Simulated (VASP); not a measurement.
# PbF2 (I4/mmm) in VASP: a series of runs, part 2 of 2

VASP 6.6.1. Earlier steps stand in the parts before.

### 3 Electric field gradients, LDA (zz strain of +2 %)

INCAR

```
SYSTEM = PbF2
PREC = Accurate
ENCUT = 520
EDIFF = 1E-8
ISMEAR = -1
SIGMA = 0.03
LREAL = .FALSE.
LASPH = .TRUE.
NELM = 80
ALGO = Normal
ISIF = 2
LWAVE = .FALSE.
LCHARG = .FALSE.
LEFG = .TRUE.
NBANDS = 21
```

KPOINTS

```
regular mesh
0
G
  7 7 7
  0 0 0
```

POSCAR

```
PbF2
1.0
    0.0000000000      2.9698500000      3.0292470000
    2.9698500000      0.0000000000      3.0292470000
    2.9698500000      2.9698500000      0.0000000000
Pb F
1 2
Direct
    0.0000000000      0.0000000000      0.0000000000
    0.2500000000      0.2500000000      0.2500000000
    0.7500000000      0.7500000000      0.7500000000
```

Potentials or basis: VASP PAW LDA potentials, release 64 (Pb_d, F).

Command:

```
cat potpaw_LDA.64/Pb_d/POTCAR potpaw_LDA.64/F/POTCAR > POTCAR
mpirun -np 1 vasp_std > vasp.out
```

OUTCAR:

```text
SYSTEM = PbF2
   PREC = Accurate
   ENCUT = 520
   EDIFF = 1E-8
   ISMEAR = -1
   LREAL = .FALSE.
   LASPH = .TRUE.
   NELM = 80
   ISIF = 2

 ion  position               nearest neighbor table
   1  0.000  0.000  0.000-   3 2.59   2 2.59   3 2.59   2 2.59   3 2.59   3 2.59   2 2.59   2 2.59

   2  0.250  0.250  0.250-   1 2.59   1 2.59   1 2.59   1 2.59
   3  0.750  0.750  0.750-   1 2.59   1 2.59   1 2.59   1 2.59

  LATTYP: Found a body centered tetragonal cell.
 ALAT       =     4.2000021482
 C/A-ratio  =     1.4424978336

  Lattice vectors:

 A1 = (  -2.9698500000,   0.0000000000,   3.0292470000)
 A2 = (   2.9698500000,   0.0000000000,   3.0292470000)
 A3 = (   0.0000000000,   2.9698500000,  -3.0292470000)

Analysis of symmetry for initial positions (statically):
=====================================================================
 Subroutine PRICEL returns:
 Original cell was already a primitive cell.

 Routine SETGRP: Setting up the symmetry group for a
 body centered tetragonal supercell.

 Subroutine GETGRP returns: Found 16 space group operations
 (whereof 16 operations were pure point group operations)
 out of a pool of 16 trial point group operations.

The static configuration has the point symmetry D_4h.

Analysis of symmetry for dynamics (positions and initial velocities):
=====================================================================
 Subroutine PRICEL returns:
 Original cell was already a primitive cell.

 Routine SETGRP: Setting up the symmetry group for a
 body centered tetragonal supercell.

 Subroutine GETGRP returns: Found 16 space group operations
 (whereof 16 operations were pure point group operations)
 out of a pool of 16 trial point group operations.

The dynamic configuration has the point symmetry D_4h.

 Subroutine INISYM returns: Found 16 space group operations
 (whereof 16 operations are pure point group operations),
 and found     1 'primitive' translations

----------------------------------------------------------------------------------------

                                     Primitive cell

  volume of cell :      53.4360

  direct lattice vectors                    reciprocal lattice vectors
     0.000000000  2.969850000  3.029247000    -0.168358671  0.168358671  0.165057521
     2.969850000  0.000000000  3.029247000     0.168358671 -0.168358671  0.165057521
     2.969850000  2.969850000  0.000000000     0.168358671  0.168358671 -0.165057521

  length of vectors
     4.242210085  4.242210085  4.200002148     0.289712391  0.289712391  0.289712391

  position of ions in fractional coordinates (direct lattice)
     0.000000000  0.000000000  0.000000000
     0.250000000  0.250000000  0.250000000
     0.750000000  0.750000000  0.750000000

  ion indices of the primitive-cell ions
[... 75 lines left out ...]
   NELM   =     80;   NELMIN=  2; NELMDL= -5     # of ELM steps
   EDIFF  = 0.1E-07   stopping-criterion for ELM
   LREAL  =      F    real-space projection
   EDIFFG = 0.1E-06   stopping-criterion for IOM
   NSW    =      0    number of steps for IOM
   IBRION =     -1    ionic relax: 0-MD 1-quasi-New 2-CG
   NFREE  =      0    steps in history (QN), initial steepest desc. (CG)
   ISIF   =      2    stress and relaxation
   ISYM   =      2    0-nonsym 1-usesym 2-fastsym
   POTIM  = 0.5000    time-step for ionic-motion
   TEBEG  =    0.0;   TEEND  =   0.0 temperature during run
   PSTRESS=    0.0 pullay stress
   NELECT =      28.0000    total number of electrons
   NUPDOWN=      -1.0000    fix difference up-down
   EMIN   =  10.00;   EMAX   =-10.00  energy-range for DOS
   EFERMI =   0.00;   METHOD = LEGACY
   ISMEAR =    -1;   SIGMA  =   0.03  broadening in eV -4-tet -1-fermi 0-gaus
   EFERMI_NEDOS =   21; number of points for ismear=-14 and -15
   IALGO  =     38    algorithm
   IMIX   =      4    mixing-type and parameters
     AMIX     =   0.40;   BMIX     =  1.00
     AMIX_MAG =   1.60;   BMIX_MAG =  1.00
  volume/ion in A,a.u.               =      17.81       120.20
  Fermi-wavevector in a.u.,A,eV,Ry     =   1.319825  2.494107 23.700497  1.741937
  Thomas-Fermi vector in A             =   2.449695
   LORBIT       =      0    0 simple, 1 ext, 2 COOP (PROOUT), +10 PAW based schemes
   GGA     = CA    functional components
   LHFCALC =     F    Hartree Fock is set to
   AEXX    =    0.0000 exact exchange contribution
   IVDW    =     0    specifies the selected vdW correction
   LEPSILON=     F    determine dielectric tensor
   LRPA    =     F    only Hartree local field effects (RPA)
 non-spin polarized calculation
  energy-cutoff  :      520.00
  volume of cell :       53.44
 maximum number of plane-waves:      1448
   NGX = 15   NGY = 15   NGZ = 15

 number of electron      28.0000023 magnetization

 Free energy of the ion-electron system (eV)
  ---------------------------------------------------
  ext. energy  EPLUGINS =         0.00000000
  ---------------------------------------------------
  free energy    TOTEN  =       -15.86963812 eV

  energy without entropy =      -15.86963812  energy(sigma->0) =      -15.86963812

 E-fermi :   1.9247     XC(G=0):  -9.9361

 val. band max:        1.2063407904   @ k =  -0.2857   0.4286   0.1429
 cond. band min:       5.4154117496   @ k =   0.4286   0.0000   0.4286
 fundamental gap:      4.2090709592
 Fermi energy:         1.9247117523

 k-point     1 :       0.0000    0.0000    0.0000
  band No.  band energies     occupation
      1     -19.3069      2.00000
      2     -18.6813      2.00000
      3     -13.1294      2.00000
      4     -13.1160      2.00000
      5     -13.1160      2.00000
      6     -13.0625      2.00000
[... 565 lines left out ...]
     20      16.9623      0.00000
     21      17.2825      0.00000

 [... further k-points ...]
[... 5 lines left out ...]
  --------------------------------------------------------------------------------------
  -------------------------------------------------------------------------------------
  Total       -1.9254964     -1.9254964     -2.3018021      0.0000000      0.0000000      0.0000000
  in kB      -57.7323966    -57.7323966    -69.0152152      0.0000000      0.0000000      0.0000000
  external PRESSURE =     -61.4933361 kB  Pullay stress =       0.0000000 kB

 VOLUME and BASIS-vectors are now :
 -----------------------------------------------------------------------------
  energy-cutoff  :      520.00
  volume of cell :       53.44
      direct lattice vectors                 reciprocal lattice vectors
     0.000000000  2.969850000  3.029247000    -0.168358671  0.168358671  0.165057521
     2.969850000  0.000000000  3.029247000     0.168358671 -0.168358671  0.165057521
     2.969850000  2.969850000  0.000000000     0.168358671  0.168358671 -0.165057521

 POSITION                                       TOTAL-FORCE (eV/Angst)
 -----------------------------------------------------------------------------------
      0.00000      0.00000      0.00000         0.000000     -0.000000     -0.000000
      1.48493      1.48493      1.51462        -0.000000      0.000000      0.000000
      4.45477      4.45477      4.54387        -0.000000      0.000000     -0.000000
 -----------------------------------------------------------------------------------
    total drift:                                0.000000     -0.000000      0.000000

  FREE ENERGIE OF THE ION-ELECTRON SYSTEM (eV)
  ---------------------------------------------------
  free  energy   TOTEN  =       -15.8696381194 eV

  energy  without entropy=      -15.8696381194  energy(sigma->0) =      -15.86963812

 Electric field gradients (V/A^2)
---------------------------------------------------------------------
 ion       V_xx      V_yy      V_zz      V_xy      V_xz      V_yz
---------------------------------------------------------------------
   1       3.602     3.602    -7.205    -0.002    -0.001    -0.001
   2      -2.067    -2.067     4.135     0.004     0.004     0.004
   3      -2.067    -2.067     4.135     0.004     0.004     0.004
---------------------------------------------------------------------

 Electric field gradients after diagonalization (V/A^2)
 (convention: |V_zz| > |V_xx| > |V_yy|)
----------------------------------------------------------------------
 ion       V_xx      V_yy      V_zz     asymmetry (V_yy - V_xx)/ V_zz
----------------------------------------------------------------------
   1       3.604     3.601    -7.205       0.000
   2      -2.072    -2.063     4.135       0.002
   3      -2.072    -2.063     4.135       0.002
----------------------------------------------------------------------

           NMR quadrupolar parameters

 Cq : quadrupolar parameter    Cq=e*Q*V_zz/h
 eta: asymmetry parameters     (V_yy - V_xx)/ V_zz
 Q  : nuclear electric quadrupole moment in mb (millibarn)
----------------------------------------------------------------------
 ion       Cq(MHz)       eta       Q (mb)
----------------------------------------------------------------------
   1      -0.017       0.000       1.000
   2       0.010       0.002       1.000
   3       0.010       0.002       1.000
----------------------------------------------------------------------
```

OSZICAR:

```text
N       E                     dE             d eps       ncg     rms          rms(c)
DAV:   1     0.293098619236E+03    0.29310E+03   -0.14527E+04  1695   0.150E+03
DAV:   2     0.843272639805E+01   -0.28467E+03   -0.26750E+03  1840   0.420E+02
DAV:   3    -0.169946702017E+02   -0.25427E+02   -0.25155E+02  1950   0.135E+02
DAV:   4    -0.177157838990E+02   -0.72111E+00   -0.72059E+00  1971   0.242E+01
DAV:   5    -0.177410550188E+02   -0.25271E-01   -0.25269E-01  2167   0.466E+00    0.757E+00
DAV:   6    -0.159517204484E+02    0.17893E+01   -0.84068E+00  2296   0.225E+01    0.278E+00
DAV:   7    -0.159061402067E+02    0.45580E-01   -0.45507E-01  1778   0.410E+00    0.149E+00
DAV:   8    -0.158722289781E+02    0.33911E-01   -0.11181E-01  2025   0.329E+00    0.501E-01
DAV:   9    -0.158693649855E+02    0.28640E-02   -0.17034E-02  2064   0.913E-01    0.935E-02
DAV:  10    -0.158696864107E+02   -0.32143E-03   -0.91383E-04  1848   0.350E-01    0.367E-02
DAV:  11    -0.158696395227E+02    0.46888E-04   -0.97221E-05  2027   0.104E-01    0.141E-02
DAV:  12    -0.158696378979E+02    0.16248E-05   -0.38797E-05  2242   0.666E-02    0.565E-03
DAV:  13    -0.158696381040E+02   -0.20612E-06   -0.36375E-06  1843   0.191E-02    0.100E-03
DAV:  14    -0.158696381212E+02   -0.17206E-07   -0.12639E-07  2160   0.280E-03    0.319E-04
DAV:  15    -0.158696381194E+02    0.18163E-08   -0.82692E-09  1259   0.126E-03
   1 F= -.15869638E+02 E0= -.15869638E+02  d E =-.537759E-11
```

stdout:

```text
POSCAR found type information on POSCAR PbF
 POSCAR found :  2 types and       3 ions
 scaLAPACK will be used
 LDA part: xc-table for (Slater(with rela. corr.)+CA(PZ))
 , standard interpolation
 POSCAR, INCAR and KPOINTS ok, starting setup
 FFT: planning ... GRIDC
 FFT: planning ... GRID_SOFT
 FFT: planning ... GRID
 WAVECAR not read
 entering main loop
ion   1

ion   2

ion   3
```

It took 33 s on 1 thread of Intel Xeon 6975P-C, shared host; peak memory 0.18 GiB.

Results:

```
Free energy            : -15.8696 eV
Pressure               : -6.1 GPa
Band gap on the k mesh : 4.21 eV, indirect (least direct gap 4.47 eV)
```

Electric field gradients, principal values (V/Å²):
```csv
atom,least,middle,greatest (by size)
1 Pb,3.601,3.604,-7.205
2 F,-2.063,-2.072,4.135
3 F,-2.063,-2.072,4.135
```

Caveat: the cell differs from its parent crystal (zz strain of +2 %); without QUAD_EFG the Cq values of the log hold for a quadrupole moment of 1 mb, not for the nuclei; spin-orbit coupling is left out, which moves the levels of the heavy elements. A k mesh can miss the band edges.
